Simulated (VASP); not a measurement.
# Al4Cu (P6_3/mmc) in VASP: a series of runs

Runs on Al4Cu. Level: PBE. Tasks: single point, relaxation of cell and atoms.

All numbers are computed with VASP 6.6.1; they aren't measurements. Logs are shortened: lines on timing, memory, paths and dates and some standing lists are left out, and cuts for length are marked.

## 1. The cell of the first run

The structure is hexagonal, space group P6_3/mmc (No. 194). The conventional cell has a = 2.797 Å, b = 2.797 Å, c = 22.215 Å, α = 90.00°, β = 90.00°, γ = 120.00°. Within 3.6 Å of Al (site symmetry 3m) lie 9 Al at 2.75 to 2.80 Å and 3 Cu at 2.75 Å. Within 3.6 Å of Al (site symmetry 3m) lie 12 Al at 2.75 to 2.80 Å. Cu (site symmetry -6m2) has 6 Al at 2.75 Å and 6 Cu at 2.80 Å within 3.6 Å.

## 2. Single point, PBE

The input, INCAR:

```
SYSTEM = Al4Cu
  ALGO = Normal
  EDIFF = 1E-6
  ENCUT = 520
  GGA = PE
  ISIF = 2
  ISMEAR = 0
  LASPH = .TRUE.
  LCHARG = .TRUE.
  LELF = .TRUE.
  LREAL = .FALSE.
  LVHAR = .TRUE.
  LWAVE = .FALSE.
  NBANDS = 34
  NELM = 80
  PREC = Accurate
  SIGMA = 0.1
```

The input, KPOINTS:

```
k-points
0
G
  6 6 1
  0 0 0
```

The input, POSCAR:

```
Al4Cu
1.0
    2.7970443200      0.0000000000      0.0000000000
   -1.3985221600      2.4223114300      0.0000000000
    0.0000000000      0.0000000000     22.2151842200
Al Cu
8 2
Direct
    0.3333333300      0.6666666700      0.8500000000
    0.3333333300      0.6666666700      0.0500000000
    0.3333333300      0.6666666700      0.4500000000
    0.3333333300      0.6666666700      0.6500000000
    0.6666666700      0.3333333300      0.9500000000
    0.6666666700      0.3333333300      0.1500000000
    0.6666666700      0.3333333300      0.3500000000
    0.6666666700      0.3333333300      0.5500000000
    0.3333333300      0.6666666700      0.2500000000
    0.6666666700      0.3333333300      0.7500000000
```

Potentials or basis: VASP PAW PBE potentials, release 64 (Al, Cu).

Started as:

```
$ cat potpaw_PBE.64/Al/POTCAR potpaw_PBE.64/Cu/POTCAR > POTCAR
$ mpirun -np 1 vasp_std > vasp.out
```

OUTCAR:

```text
SYSTEM = Al4Cu
   EDIFF = 1E-6
   ENCUT = 520
   GGA = PE
   ISIF = 2
   ISMEAR = 0
   LASPH = .TRUE.
   LREAL = .FALSE.
   NELM = 80
   PREC = Accurate

 ion  position               nearest neighbor table
   1  0.333  0.667  0.850-   5 2.75  10 2.75   5 2.75  10 2.75   5 2.75  10 2.75
   2  0.333  0.667  0.050-   5 2.75   6 2.75   5 2.75   6 2.75   5 2.75   6 2.75
   3  0.333  0.667  0.450-   8 2.75   7 2.75   8 2.75   7 2.75   8 2.75   7 2.75
   4  0.333  0.667  0.650-   8 2.75  10 2.75   8 2.75  10 2.75   8 2.75  10 2.75
   5  0.667  0.333  0.950-   2 2.75   1 2.75   2 2.75   1 2.75   2 2.75   1 2.75
   6  0.667  0.333  0.150-   2 2.75   9 2.75   2 2.75   9 2.75   2 2.75   9 2.75
   7  0.667  0.333  0.350-   3 2.75   9 2.75   3 2.75   9 2.75   3 2.75   9 2.75
   8  0.667  0.333  0.550-   3 2.75   4 2.75   3 2.75   4 2.75   3 2.75   4 2.75
   9  0.333  0.667  0.250-   6 2.75   7 2.75   6 2.75   7 2.75   6 2.75   7 2.75
  10  0.667  0.333  0.750-   1 2.75   4 2.75   1 2.75   4 2.75   1 2.75   4 2.75

  LATTYP: Found a hexagonal cell.
 ALAT       =     2.7970443200
 C/A-ratio  =     7.9423783389

  Lattice vectors:

 A1 = (   2.7970443200,   0.0000000000,   0.0000000000)
 A2 = (  -1.3985221600,   2.4223114300,   0.0000000000)
 A3 = (   0.0000000000,   0.0000000000,  22.2151842200)

Analysis of symmetry for initial positions (statically):
=====================================================================
 Subroutine PRICEL returns:
 Original cell was already a primitive cell.

 Routine SETGRP: Setting up the symmetry group for a
 hexagonal supercell.

 Subroutine GETGRP returns: Found 24 space group operations
 (whereof 12 operations were pure point group operations)
 out of a pool of 24 trial point group operations.

The static configuration has the point symmetry D_3d.
 The point group associated with its full space group is D_6h.

Analysis of symmetry for dynamics (positions and initial velocities):
=====================================================================
 Subroutine PRICEL returns:
 Original cell was already a primitive cell.

 Routine SETGRP: Setting up the symmetry group for a
 hexagonal supercell.

 Subroutine GETGRP returns: Found 24 space group operations
 (whereof 12 operations were pure point group operations)
 out of a pool of 24 trial point group operations.

The dynamic configuration has the point symmetry D_3d.
 The point group associated with its full space group is D_6h.

 Subroutine INISYM returns: Found 24 space group operations
 (whereof 12 operations are pure point group operations),
 and found     1 'primitive' translations

----------------------------------------------------------------------------------------

                                     Primitive cell

  volume of cell :     150.5148

  direct lattice vectors                    reciprocal lattice vectors
     2.797044320  0.000000000  0.000000000     0.357520256  0.206414416  0.000000000
    -1.398522160  2.422311430  0.000000000     0.000000000  0.412828833  0.000000000
     0.000000000  0.000000000 22.215184220     0.000000000  0.000000000  0.045014256

  length of vectors
     2.797044320  2.797044314 22.215184220     0.412828832  0.412828833  0.045014256

  position of ions in fractional coordinates (direct lattice)
     0.333333330  0.666666670  0.850000000
     0.333333330  0.666666670  0.050000000
     0.333333330  0.666666670  0.450000000
     0.333333330  0.666666670  0.650000000
     0.666666670  0.333333330  0.950000000
     0.666666670  0.333333330  0.150000000
     0.666666670  0.333333330  0.350000000
     0.666666670  0.333333330  0.550000000
     0.333333330  0.666666670  0.250000000
     0.666666670  0.333333330  0.750000000

  ion indices of the primitive-cell ions
   primitive index   ion index
                 1           1
                 2           2
                 3           3
                 4           4
                 5           5
                 6           6
                 7           7
                 8           8
                 9           9
                10          10

----------------------------------------------------------------------------------------

 KPOINTS: k-points

Automatic generation of k-mesh.
 Grid dimensions read from file:
 generate k-points for:    6    6    1

 Generating k-lattice:

  Cartesian coordinates                     Fractional coordinates (reciprocal lattice)
     0.059586709  0.034402403  0.000000000     0.166666667  0.000000000  0.000000000
     0.000000000  0.068804805  0.000000000     0.000000000  0.166666667  0.000000000
     0.000000000  0.000000000  0.045014256     0.000000000  0.000000000  1.000000000

  Length of vectors
     0.068804805  0.068804805  0.045014256

  Shift w.r.t. Gamma in fractional coordinates (k-lattice)
     0.000000000  0.000000000  0.000000000

 Subroutine IBZKPT returns following result:
 ===========================================

 Found      7 irreducible k-points:

 Following reciprocal coordinates:
            Coordinates               Weight
  0.000000  0.000000  0.000000      1.000000
  0.166667  0.000000  0.000000      6.000000
  0.333333 -0.000000  0.000000      6.000000
  0.500000  0.000000  0.000000      3.000000
  0.166667  0.166667  0.000000      6.000000
  0.333333  0.166667  0.000000     12.000000
  0.333333  0.333333  0.000000      2.000000
   k-points           NKPTS =      7   k-points in BZ     NKDIM =      7   number of bands    NBANDS=     34
   number of dos      NEDOS =    301   number of ions     NIONS =     10
   total plane-waves  NPLWV =  96768
   dimension x,y,z NGX =    24 NGY =   24 NGZ =  168
   dimension x,y,z NGXF=    48 NGYF=   48 NGZF=  336
   ions per type =               8   2
   NGX,Y,Z   is equivalent  to a cutoff of  14.26, 14.26, 12.57 a.u.
   NGXF,Y,Z  is equivalent  to a cutoff of  28.53, 28.53, 25.14 a.u.
 SYSTEM =  Al4Cu
   PREC   = accura    normal or accurate (medium, high low for compatibility)
   ISTART =      0    job   : 0-new  1-cont  2-samecut
   ICHARG =      2    charge: 1-file 2-atom 10-const
   ISPIN  =      1    spin polarized calculation?
   LNONCOLLINEAR =      F non collinear calculations
   LSORBIT =      F    spin-orbit coupling
   LASPH  =      T    aspherical Exc in radial PAW
   ENCUT  =  520.0 eV  38.22 Ry    6.18 a.u.   5.20  5.20 41.31*2*pi/ulx,y,z
   NELM   =     80;   NELMIN=  2; NELMDL= -5     # of ELM steps
   EDIFF  = 0.1E-05   stopping-criterion for ELM
   LREAL  =      F    real-space projection
   EDIFFG = 0.1E-04   stopping-criterion for IOM
   NSW    =      0    number of steps for IOM
   IBRION =     -1    ionic relax: 0-MD 1-quasi-New 2-CG
   NFREE  =      0    steps in history (QN), initial steepest desc. (CG)
   ISIF   =      2    stress and relaxation
   ISYM   =      2    0-nonsym 1-usesym 2-fastsym
   POTIM  = 0.5000    time-step for ionic-motion
   TEBEG  =    0.0;   TEEND  =   0.0 temperature during run
   PSTRESS=    0.0 pullay stress
   NELECT =      46.0000    total number of electrons
   NUPDOWN=      -1.0000    fix difference up-down
   EMIN   =  10.00;   EMAX   =-10.00  energy-range for DOS
   EFERMI =   0.00;   METHOD = LEGACY
   ISMEAR =     0;   SIGMA  =   0.10  broadening in eV -4-tet -1-fermi 0-gaus
   EFERMI_NEDOS =   21; number of points for ismear=-14 and -15
   IALGO  =     38    algorithm
   IMIX   =      4    mixing-type and parameters
     AMIX     =   0.40;   BMIX     =  1.00
     AMIX_MAG =   1.60;   BMIX_MAG =  1.00
  volume/ion in A,a.u.               =      15.05       101.57
  Fermi-wavevector in a.u.,A,eV,Ry     =   1.102726  2.083850 16.544753  1.216005
  Thomas-Fermi vector in A             =   2.239173
   LORBIT       =      0    0 simple, 1 ext, 2 COOP (PROOUT), +10 PAW based schemes
   GGA     = PE    functional components
   LHFCALC =     F    Hartree Fock is set to
   AEXX    =    0.0000 exact exchange contribution
   IVDW    =     0    specifies the selected vdW correction
   LEPSILON=     F    determine dielectric tensor
   LRPA    =     F    only Hartree local field effects (RPA)
 non-spin polarized calculation
 Gauss-broadening in eV      SIGMA  =   0.10
  energy-cutoff  :      520.00
  volume of cell :      150.51
 maximum number of plane-waves:      4073
 NGX is ok and might be reduce to    24
   NGX = 11   NGY = 11   NGZ = 83

 number of electron      46.0000008 magnetization

 Free energy of the ion-electron system (eV)
  ---------------------------------------------------
  ext. energy  EPLUGINS =         0.00000000
  ---------------------------------------------------
  free energy    TOTEN  =       -37.22302868 eV

  energy without entropy =      -37.19948983  energy(sigma->0) =      -37.21125926

 E-fermi :   8.4434     XC(G=0): -10.7120

 val. band max:        8.3456558558   @ k =   0.5000   0.0000   0.0000
 cond. band min:       8.4937408166   @ k =   0.5000   0.0000   0.0000
 fundamental gap:      0.1480849608
 Fermi energy:         8.4433942709

 k-point     1 :       0.0000    0.0000    0.0000
  band No.  band energies     occupation
      1      -3.1974      2.00000
      2      -3.1347      2.00000
      3      -2.3963      2.00000
      4      -2.1292      2.00000
      5      -1.1185      2.00000
      6      -0.4073      2.00000
[... 26 lines left out ...]
     33      19.7176      0.00000
     34      19.7223      0.00000

 k-point     2 :       0.1667    0.0000    0.0000
  band No.  band energies     occupation
      1      -2.4998      2.00000
      2      -2.4392      2.00000
      3      -1.7002      2.00000
      4      -1.4431      2.00000
      5      -0.4221      2.00000
      6       0.2579      2.00000
[... 26 lines left out ...]
     33      16.6305      0.00000
     34      16.6552      0.00000
[... 146 lines left out ...]
     33      11.0372      0.00000
     34      11.4967      0.00000

 k-point     7 :       0.3333    0.3333    0.0000
  band No.  band energies     occupation
      1       4.4750      2.00000
      2       4.4750      2.00000
      3       4.5344      2.00000
      4       4.5344      2.00000
      5       4.5558      2.00000
      6       4.6192      2.00000
[... 26 lines left out ...]
     33      10.5847      0.00000
     34      10.6535      0.00000

------------------------ aborting loop because EDIFF is reached ----------------------------------------

  FORCE on cell =-STRESS in cart. coord.  units (eV):
  Direction    XX          YY          ZZ          XY          YZ          ZX
  --------------------------------------------------------------------------------------
  -------------------------------------------------------------------------------------
  Total        4.0665794      4.0665794      1.4684141      0.0000000     -0.0000000     -0.0000000
  in kB       43.2873093     43.2873090     15.6307526      0.0000000     -0.0000000     -0.0000000
  external PRESSURE =      34.0684570 kB  Pullay stress =       0.0000000 kB

 VOLUME and BASIS-vectors are now :
 -----------------------------------------------------------------------------
  energy-cutoff  :      520.00
  volume of cell :      150.51
      direct lattice vectors                 reciprocal lattice vectors
     2.797044320  0.000000000  0.000000000     0.357520256  0.206414416  0.000000000
    -1.398522160  2.422311430  0.000000000     0.000000000  0.412828833  0.000000000
     0.000000000  0.000000000 22.215184220     0.000000000  0.000000000  0.045014256

 POSITION                                       TOTAL-FORCE (eV/Angst)
 -----------------------------------------------------------------------------------
     -0.00000      1.61487     18.88291        -0.000000      0.000000     -1.121688
     -0.00000      1.61487      1.11076        -0.000000      0.000000     -0.105971
     -0.00000      1.61487      9.99683        -0.000000      0.000000      0.105971
     -0.00000      1.61487     14.43987        -0.000000      0.000000      1.121688
      1.39852      0.80744     21.10443         0.000000      0.000000      0.105971
      1.39852      0.80744      3.33228        -0.000000      0.000000      1.121688
      1.39852      0.80744      7.77531        -0.000000      0.000000     -1.121688
      1.39852      0.80744     12.21835         0.000000      0.000000     -0.105971
     -0.00000      1.61487      5.55380        -0.000000      0.000000      0.000000
      1.39852      0.80744     16.66139         0.000000     -0.000000      0.000000
 -----------------------------------------------------------------------------------
    total drift:                               -0.000001      0.000000     -0.000000

  FREE ENERGIE OF THE ION-ELECTRON SYSTEM (eV)
  ---------------------------------------------------
  free  energy   TOTEN  =       -37.2230286814 eV

  energy  without entropy=      -37.1994898312  energy(sigma->0) =      -37.21125926
```

It took 68 s on 1 thread of Intel Xeon Platinum 8259CL at 2.50GHz (Skylake/Cascade Lake), shared host; peak memory 0.29 GiB.

What came out:

```
Free energy            : -37.2230 eV
Pressure               : 3.4 GPa
Largest force          : 1.122 eV/Å
Band gap on the k mesh : zero (band 23 reaches 10.07 eV, above the bottom of band 24 at 7.52 eV)
```

Forces on the atoms (eV/Å):
```
Al   0.000  0.000 -1.122
Al   0.000  0.000 -0.106
Al   0.000  0.000  0.106
Al   0.000  0.000  1.122
Al   0.000  0.000  0.106
Al   0.000  0.000  1.122
Al   0.000  0.000 -1.122
Al   0.000  0.000 -0.106
Cu   0.000  0.000  0.000
Cu   0.000  0.000  0.000
```

Caveat: the k points lie up to 0.43 Å⁻¹ apart; forces of over 1 eV/Å act on the atoms, so gaps and moduli don't describe the material at rest.

## 3. Single point, PBE

This run uses another cell than the first one, of 15.60 Å³/atom, 1.037 times its volume.

The input, INCAR:

```
  ALGO = Normal
  EDIFF = 1E-6
  ENCUT = 520
  GGA = PE
  ISIF = 2
  ISMEAR = 0
  LASPH = T
  LCHARG = F
  LREAL = F
  LWAVE = F
  NBANDS = 34
  NELM = 100
  PREC = Accurate
  SIGMA = 0.1
```

The input, KPOINTS:

```
k-points
0
Gamma
  6 6 1
```

The input, POSCAR:

```
Al4Cu
1.0
    2.8650734758      0.0000000000      0.0000000000
   -1.4325367379      2.4812264138      0.0000000000
    0.0000000000      0.0000000000     21.9485065530
Al Cu
8 2
Direct
    0.3333333333      0.6666666667      0.8408400623
    0.3333333333      0.6666666667      0.0524876197
    0.3333333333      0.6666666667      0.4475123803
    0.3333333333      0.6666666667      0.6591599377
    0.6666666667      0.3333333333      0.9475123803
    0.6666666667      0.3333333333      0.1591599377
    0.6666666667      0.3333333333      0.3408400623
    0.6666666667      0.3333333333      0.5524876197
    0.3333333333      0.6666666667      0.2500000000
    0.6666666667      0.3333333333      0.7500000000
```

Potentials or basis: VASP PAW PBE potentials, release 64 (Al, Cu).

Started as:

```
$ cat potpaw_PBE.64/Al/POTCAR potpaw_PBE.64/Cu/POTCAR > POTCAR
$ mpirun -np 1 vasp_std > vasp.out
```

It took 54 s on 1 thread of Intel Xeon Platinum 8259CL at 2.50GHz (Skylake/Cascade Lake), shared host; peak memory 0.29 GiB.

Results (log left out):

* Free energy: -37.7447 eV
* Pressure: 0.2 GPa
* Largest force: 0.039 eV/Å
* Band gap on the k mesh: zero (band 23 reaches 10.15 eV, above the bottom of band 24 at 6.90 eV)

Forces on the atoms (eV/Å):
```
Al   0.000  0.000  0.039
Al   0.000  0.000 -0.013
Al   0.000  0.000  0.013
Al   0.000  0.000 -0.039
Al   0.000  0.000  0.013
Al   0.000  0.000 -0.039
Al   0.000  0.000  0.039
Al   0.000  0.000 -0.013
Cu   0.000  0.000  0.000
Cu   0.000  0.000  0.000
```

Stress tensor (GPa, compression positive):
```
0.17 0.00 0.00
0.00 0.17 0.00
0.00 0.00 0.28
```

Levels at points of the mesh, in eV from the Fermi level:
| k point | band 18 | band 19 | band 20 | band 21 | band 22 | band 23 | band 24 | band 25 | band 26 | band 27 |
| --- | --- | --- | --- | --- | --- | --- | --- | --- | --- | --- |
| (0.00, 0.00, 0.00) | -3.36 | -3.36 | -3.36 | -2.36 | -0.51 | 0.65 | 3.27 | 4.29 | 7.44 | 8.31 |
| (0.50, 0.00, 0.00) | -2.83 | -2.83 | -2.60 | -2.35 | -1.97 | -1.63 | -1.25 | -0.20 | 0.00 | 0.10 |

Caveat: the k points lie up to 0.42 Å⁻¹ apart.

[end of part 1 of 2]
